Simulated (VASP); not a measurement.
# RbHg (Cmme) in VASP: single point with PBE

Aim: the single point of RbHg with PBE.

Everything below comes from runs of VASP 6.6.1. Logs are shortened: lines on timing, memory, paths and dates and some standing lists are left out, and cuts for length are marked.

**1. The cell of the first run**

It takes space group Cmme (No. 67, orthorhombic). Conventional cell: a = 6.585 Å, b = 6.607 Å, c = 9.819 Å, α = 90.00°, β = 90.00°, γ = 90.00°. Within 4.9 Å of Rb (site symmetry mm2) lie 4 Hg at 3.71 Å and 4 Rb at 4.66 Å. Within 4.3 Å of Hg (site symmetry 222) lie 4 Hg at 3.29 to 3.30 Å and 4 Rb at 3.71 Å.

**2. Single point, PBE**

INCAR reads:

```
  PREC = Accurate
  ENCUT = 520
  EDIFF = 1E-7
  ISMEAR = 0
  SIGMA = 0.1
  LREAL = F
  LASPH = T
  NELM = 80
  ALGO = Fast
  ISIF = 2
  LWAVE = F
  LCHARG = F
  GGA = PE
  NBANDS = 29
```

KPOINTS reads:

```
Automatic mesh
0
Gamma
  4 4 4
```

POSCAR reads:

```
RbHg
1.0
    3.2926629594     -3.3037490842      0.0000000000
    3.2926629594      3.3037490842      0.0000000000
    0.0000000000      0.0000000000      9.8186295008
Rb Hg
2 2
Direct
    0.7500000000      0.2500000000      0.7055631004
    0.2500000000      0.7500000000      0.2944368996
    0.7500000000      0.7500000000      0.0000000000
    0.2500000000      0.2500000000      0.0000000000
```

Potentials or basis: VASP PAW PBE potentials, release 64 (Rb_sv, Hg).

The run is started by

```console
cat potpaw_PBE.64/Rb_sv/POTCAR potpaw_PBE.64/Hg/POTCAR > POTCAR
mpirun -np 1 vasp_std > vasp.out
```

OUTCAR:

```text
PREC = Accurate
   ENCUT = 520
   EDIFF = 1E-7
   ISMEAR = 0
   LREAL = F
   LASPH = T
   NELM = 80
   ISIF = 2
   GGA = PE

 ion  position               nearest neighbor table
   1  0.750  0.250  0.706-   3 3.71   4 3.71   3 3.71   4 3.71   2 5.21   2 5.21   2 5.22   2 5.22

   2  0.250  0.750  0.294-   3 3.71   4 3.71   4 3.71   3 3.71   1 5.21   1 5.21   1 5.22   1 5.22

   3  0.750  0.750  0.000-   4 3.29   4 3.29   4 3.30   4 3.30   2 3.71   2 3.71   1 3.71   1 3.71

   4  0.250  0.250  0.000-   3 3.29   3 3.29   3 3.30   3 3.30   2 3.71   1 3.71   1 3.71   2 3.71

  LATTYP: Found a base centered orthorhombic cell.
 ALAT       =     6.5853259188
 B/A-ratio  =     1.0033669176
 C/A-ratio  =     1.4909861140

  Lattice vectors:

 A1 = (   3.2926629594,  -3.3037490842,   0.0000000000)
 A2 = (   3.2926629594,   3.3037490842,   0.0000000000)
 A3 = (   0.0000000000,   0.0000000000,   9.8186295008)

Analysis of symmetry for initial positions (statically):
=====================================================================
 Subroutine PRICEL returns:
 Original cell was already a primitive cell.

 Routine SETGRP: Setting up the symmetry group for a
 base centered orthorhombic supercell.

 Subroutine GETGRP returns: Found  8 space group operations
 (whereof  4 operations were pure point group operations)
 out of a pool of  8 trial point group operations.

The static configuration has the point symmetry C_2h.
 The point group associated with its full space group is D_2h.

Analysis of symmetry for dynamics (positions and initial velocities):
=====================================================================
 Subroutine PRICEL returns:
 Original cell was already a primitive cell.

 Routine SETGRP: Setting up the symmetry group for a
 base centered orthorhombic supercell.

 Subroutine GETGRP returns: Found  8 space group operations
 (whereof  4 operations were pure point group operations)
 out of a pool of  8 trial point group operations.

The dynamic configuration has the point symmetry C_2h.
 The point group associated with its full space group is D_2h.

 Subroutine INISYM returns: Found  8 space group operations
 (whereof  4 operations are pure point group operations),
 and found     1 'primitive' translations

----------------------------------------------------------------------------------------

                                     Primitive cell

  volume of cell :     213.6167

  direct lattice vectors                    reciprocal lattice vectors
     3.292662959 -3.303749084  0.000000000     0.151852773 -0.151343213  0.000000000
     3.292662959  3.303749084  0.000000000     0.151852773  0.151343213  0.000000000
     0.000000000  0.000000000  9.818629501     0.000000000  0.000000000  0.101847208

  length of vectors
     4.664374275  4.664374275  9.818629501     0.214392240  0.214392240  0.101847208

  position of ions in fractional coordinates (direct lattice)
     0.750000000  0.250000000  0.705563100
     0.250000000  0.750000000  0.294436900
     0.750000000  0.750000000  0.000000000
     0.250000000  0.250000000  0.000000000

  ion indices of the primitive-cell ions
   primitive index   ion index
                 1           1
                 2           2
                 3           3
                 4           4

----------------------------------------------------------------------------------------

 KPOINTS: Automatic mesh

Automatic generation of k-mesh.
 Grid dimensions read from file:
 generate k-points for:    4    4    4

 Generating k-lattice:

  Cartesian coordinates                     Fractional coordinates (reciprocal lattice)
     0.037963193 -0.037835803  0.000000000     0.250000000 -0.000000000  0.000000000
     0.037963193  0.037835803  0.000000000    -0.000000000  0.250000000  0.000000000
     0.000000000  0.000000000  0.025461802     0.000000000  0.000000000  0.250000000

  Length of vectors
     0.053598060  0.053598060  0.025461802

  Shift w.r.t. Gamma in fractional coordinates (k-lattice)
     0.000000000  0.000000000  0.000000000

 Subroutine IBZKPT returns following result:
 ===========================================

 Found     21 irreducible k-points:

 Following reciprocal coordinates:
            Coordinates               Weight
  0.000000  0.000000  0.000000      1.000000
  0.250000  0.000000  0.000000      4.000000
  0.500000  0.000000  0.000000      2.000000
  0.250000  0.250000  0.000000      2.000000
  0.500000  0.250000  0.000000      4.000000
 -0.250000  0.250000  0.000000      2.000000
[... 13 lines left out ...]
 -0.250000  0.250000  0.500000      2.000000
  0.500000  0.500000  0.500000      1.000000
   k-points           NKPTS =     21   k-points in BZ     NKDIM =     21   number of bands    NBANDS=     29
   number of dos      NEDOS =    301   number of ions     NIONS =      4
   total plane-waves  NPLWV = 103680
   dimension x,y,z NGX =    36 NGY =   36 NGZ =   80
   dimension x,y,z NGXF=    72 NGYF=   72 NGZF=  160
   ions per type =               2   2
   NGX,Y,Z   is equivalent  to a cutoff of  12.83, 12.83, 13.55 a.u.
   NGXF,Y,Z  is equivalent  to a cutoff of  25.66, 25.66, 27.09 a.u.
 SYSTEM =  unknown system
   PREC   = accura    normal or accurate (medium, high low for compatibility)
   ISTART =      0    job   : 0-new  1-cont  2-samecut
   ICHARG =      2    charge: 1-file 2-atom 10-const
   ISPIN  =      1    spin polarized calculation?
   LNONCOLLINEAR =      F non collinear calculations
   LSORBIT =      F    spin-orbit coupling
   LASPH  =      T    aspherical Exc in radial PAW
   ENCUT  =  520.0 eV  38.22 Ry    6.18 a.u.   8.67  8.67 18.26*2*pi/ulx,y,z
   NELM   =     80;   NELMIN=  2; NELMDL= -5     # of ELM steps
   EDIFF  = 0.1E-06   stopping-criterion for ELM
   LREAL  =      F    real-space projection
   EDIFFG = 0.1E-05   stopping-criterion for IOM
   NSW    =      0    number of steps for IOM
   IBRION =     -1    ionic relax: 0-MD 1-quasi-New 2-CG
   NFREE  =      0    steps in history (QN), initial steepest desc. (CG)
   ISIF   =      2    stress and relaxation
   ISYM   =      2    0-nonsym 1-usesym 2-fastsym
   POTIM  = 0.5000    time-step for ionic-motion
   TEBEG  =    0.0;   TEEND  =   0.0 temperature during run
   PSTRESS=    0.0 pullay stress
   NELECT =      42.0000    total number of electrons
   NUPDOWN=      -1.0000    fix difference up-down
   EMIN   =  10.00;   EMAX   =-10.00  energy-range for DOS
   EFERMI =   0.00;   METHOD = LEGACY
   ISMEAR =     0;   SIGMA  =   0.10  broadening in eV -4-tet -1-fermi 0-gaus
   EFERMI_NEDOS =   21; number of points for ismear=-14 and -15
   IALGO  =     68    algorithm
   IMIX   =      4    mixing-type and parameters
     AMIX     =   0.40;   BMIX     =  1.00
     AMIX_MAG =   1.60;   BMIX_MAG =  1.00
  volume/ion in A,a.u.               =      53.40       360.39
  Fermi-wavevector in a.u.,A,eV,Ry     =   0.951947  1.798919 12.329647  0.906203
  Thomas-Fermi vector in A             =   2.080465
   LORBIT       =      0    0 simple, 1 ext, 2 COOP (PROOUT), +10 PAW based schemes
   GGA     = PE    functional components
   LHFCALC =     F    Hartree Fock is set to
   AEXX    =    0.0000 exact exchange contribution
   IVDW    =     0    specifies the selected vdW correction
   LEPSILON=     F    determine dielectric tensor
   LRPA    =     F    only Hartree local field effects (RPA)
 non-spin polarized calculation
 RMM-DIIS sequential band-by-band and
 Gauss-broadening in eV      SIGMA  =   0.10
  energy-cutoff  :      520.00
  volume of cell :      213.62
 maximum number of plane-waves:      5828
 NGX is ok and might be reduce to    36
   NGX = 17   NGY = 17   NGZ = 37

 number of electron      41.9999993 magnetization

 Free energy of the ion-electron system (eV)
  ---------------------------------------------------
  ext. energy  EPLUGINS =         0.00000000
  ---------------------------------------------------
  free energy    TOTEN  =        -2.84069245 eV

  energy without entropy =       -2.82106344  energy(sigma->0) =       -2.83087794

 E-fermi :   0.7986     XC(G=0):  -6.8388

 val. band max:        0.7943773543   @ k =   0.2500   0.2500   0.2500
 cond. band min:       0.8264627219   @ k =  -0.2500   0.2500   0.5000
 fundamental gap:      0.0320853676
 Fermi energy:         0.7986164802

 k-point     1 :       0.0000    0.0000    0.0000
  band No.  band energies     occupation
      1     -27.9673      2.00000
      2     -27.9655      2.00000
      3     -12.1044      2.00000
      4     -12.0450      2.00000
      5     -12.0353      2.00000
      6     -12.0351      2.00000
[... 21 lines left out ...]
     28       3.7399      0.00000
     29       5.3597      0.00000

 k-point     2 :       0.2500    0.0000    0.0000
  band No.  band energies     occupation
      1     -27.9651      2.00000
      2     -27.9638      2.00000
      3     -12.0938      2.00000
      4     -12.0930      2.00000
      5     -12.0815      2.00000
      6     -12.0438      2.00000
[... 21 lines left out ...]
     28       3.9170      0.00000
     29       5.1899      0.00000

 k-point     3 :       0.5000    0.0000    0.0000
  band No.  band energies     occupation
      1     -27.9625      2.00000
      2     -27.9625      2.00000
      3     -12.1474      2.00000
      4     -12.1474      2.00000
      5     -12.0573      2.00000
      6     -12.0573      2.00000
[... 21 lines left out ...]
     28       4.4564      0.00000
     29       5.2219      0.00000

 k-point     4 :       0.2500    0.2500    0.0000
  band No.  band energies     occupation
      1     -27.9629      2.00000
      2     -27.9620      2.00000
      3     -12.0905      2.00000
      4     -12.0895      2.00000
      5     -12.0835      2.00000
      6     -12.0743      2.00000
[... 21 lines left out ...]
     28       3.9762      0.00000
     29       4.7865      0.00000

 k-point     5 :       0.5000    0.2500    0.0000
  band No.  band energies     occupation
      1     -27.9605      2.00000
      2     -27.9605      2.00000
      3     -12.1406      2.00000
      4     -12.1405      2.00000
      5     -12.0765      2.00000
      6     -12.0765      2.00000
[... 21 lines left out ...]
     28       3.6519      0.00000
     29       4.6939      0.00000
[... 414 lines left out ...]
     28       4.1089      0.00000
     29       4.6073      0.00000

 k-point    19 :       0.5000    0.2500    0.5000
  band No.  band energies     occupation
      1     -27.9605      2.00000
      2     -27.9605      2.00000
      3     -12.1407      2.00000
      4     -12.1407      2.00000
      5     -12.0773      2.00000
      6     -12.0773      2.00000
[... 21 lines left out ...]
     28       3.3174      0.00000
     29       4.8480      0.00000

 k-point    20 :      -0.2500    0.2500    0.5000
  band No.  band energies     occupation
      1     -27.9629      2.00000
      2     -27.9621      2.00000
      3     -12.0910      2.00000
      4     -12.0888      2.00000
      5     -12.0870      2.00000
      6     -12.0764      2.00000
[... 21 lines left out ...]
     28       4.0878      0.00000
     29       4.5819      0.00000

 k-point    21 :       0.5000    0.5000    0.5000
  band No.  band energies     occupation
      1     -27.9586      2.00000
      2     -27.9586      2.00000
      3     -12.1370      2.00000
      4     -12.1364      2.00000
      5     -12.1270      2.00000
      6     -12.1263      2.00000
[... 21 lines left out ...]
     28       2.6071      0.00000
     29       5.4749      0.00000

------------------------ aborting loop because EDIFF is reached ----------------------------------------

  FORCE on cell =-STRESS in cart. coord.  units (eV):
  Direction    XX          YY          ZZ          XY          YZ          ZX
  --------------------------------------------------------------------------------------
  -------------------------------------------------------------------------------------
  Total        0.0247784     -0.0188550      0.3767264      0.0000000     -0.0000000      0.0000000
  in kB        0.1858441     -0.1414168      2.8255400      0.0000000     -0.0000000      0.0000000
  external PRESSURE =       0.9566558 kB  Pullay stress =       0.0000000 kB

 VOLUME and BASIS-vectors are now :
 -----------------------------------------------------------------------------
  energy-cutoff  :      520.00
  volume of cell :      213.62
      direct lattice vectors                 reciprocal lattice vectors
     3.292662959 -3.303749084  0.000000000     0.151852773 -0.151343213  0.000000000
     3.292662959  3.303749084  0.000000000     0.151852773  0.151343213  0.000000000
     0.000000000  0.000000000  9.818629501     0.000000000  0.000000000  0.101847208

 POSITION                                       TOTAL-FORCE (eV/Angst)
 -----------------------------------------------------------------------------------
      3.29266     -1.65187      6.92766         0.000000     -0.000000      0.005496
      3.29266      1.65187      2.89097         0.000000     -0.000000     -0.005496
      4.93899      0.00000      0.00000         0.000000      0.000000     -0.000000
      1.64633      0.00000      0.00000         0.000000     -0.000000      0.000000
 -----------------------------------------------------------------------------------
    total drift:                                0.000000     -0.000000      0.000000

  FREE ENERGIE OF THE ION-ELECTRON SYSTEM (eV)
  ---------------------------------------------------
  free  energy   TOTEN  =        -2.8406924453 eV

  energy  without entropy=       -2.8210634432  energy(sigma->0) =       -2.83087794
```

Wall time 3.1 min (1 thread of Intel Xeon Platinum 8375C at 2.90GHz (Ice Lake), shared host); peak memory 0.37 GiB.

Results:

```yaml
Free_energy: -2.8407 eV
Pressure: 0.1 GPa
Largest_force: 0.005 eV/Å
Band_gap_on_the_k_mesh: zero (band 21 reaches 1.29 eV, above the bottom of band 22 at -0.14 eV)
```

Forces in eV/Å, atoms in the order of the input:
```
Rb   0.000  0.000  0.005
Rb   0.000  0.000 -0.005
Hg   0.000  0.000  0.000
Hg   0.000  0.000  0.000
```

Stress tensor (GPa, compression positive):
```
 0.02  0.00  0.00
 0.00 -0.01  0.00
 0.00  0.00  0.28
```

Levels at points of the mesh, in eV from the Fermi level:
| k point | band 19 | band 20 | band 21 | band 22 | band 23 | band 24 |
| --- | --- | --- | --- | --- | --- | --- |
| (0.00, 0.00, 0.00) | -6.20 | -1.23 | -1.16 | -0.74 | 1.43 | 1.45 |
| (0.50, 0.00, 0.00) | -4.68 | -4.68 | 0.26 | 0.26 | 0.88 | 0.88 |
| (0.50, 0.50, 0.00) | -3.29 | -3.25 | -0.95 | -0.94 | 1.49 | 1.51 |
| (0.00, 0.00, 0.50) | -6.20 | -1.94 | -0.73 | 0.52 | 0.60 | 1.44 |
| (0.50, 0.00, 0.50) | -4.68 | -4.68 | 0.08 | 0.08 | 1.47 | 1.47 |
| (0.50, 0.50, 0.50) | -3.29 | -3.25 | -0.90 | -0.89 | 1.32 | 1.33 |

Caveat: spin-orbit coupling is left out, which moves the levels of the heavy elements.
